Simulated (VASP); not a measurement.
Input of a VASP 6.6.1 run:

File POSCAR:

```
GaAs
1.0
    0.0000000000      2.8612570751      2.8612570751
    2.8612570751      0.0000000000      2.8612570751
    2.8612570751      2.8612570751      0.0000000000
Ga As
1 1
Direct
    0.0000000000      0.0000000000      0.0000000000
    0.2500000000      0.2500000000      0.2500000000
```

Contents of INCAR.step1:

```
ALGO = Normal
EDIFF = 1E-4
ENCUT = 520
GGA = PE
ISMEAR = 0
LASPH = T
LCHARG = F
LREAL = F
LWAVE = T
NBANDS = 16
NELM = 80
PREC = Accurate
SIGMA = 0.02
```

Contents of INCAR.step2:

```
ALGO = Normal
EDIFF = 1E-7
ENCUT = 520
ISIF = 2
ISMEAR = 0
ISTART = 1
LASPH = T
LCHARG = F
LMIXTAU = T
LREAL = F
LWAVE = F
METAGGA = R2SCAN
NBANDS = 16
NELM = 80
PREC = Accurate
SIGMA = 0.02
```

KPOINTS

```
k-points
0
Gamma
  8 8 8
```

Potentials or basis: VASP PAW PBE potentials, release 64 (Ga_d, As).

The run is started by

```sh
$ cat potpaw_PBE.64/Ga_d/POTCAR potpaw_PBE.64/As/POTCAR > POTCAR
$ cp INCAR.step1 INCAR
$ mpirun -np 1 vasp_std > vasp.out
$ cp INCAR.step2 INCAR
$ mpirun -np 1 vasp_std > vasp.out
```

What does it give for the pressure?

-1.9 GPa.

Estimate the band gap on the k mesh.

0.71 eV, direct.

Caveat: the PAW data sets were made with another functional, which shifts forces and pressure a little.
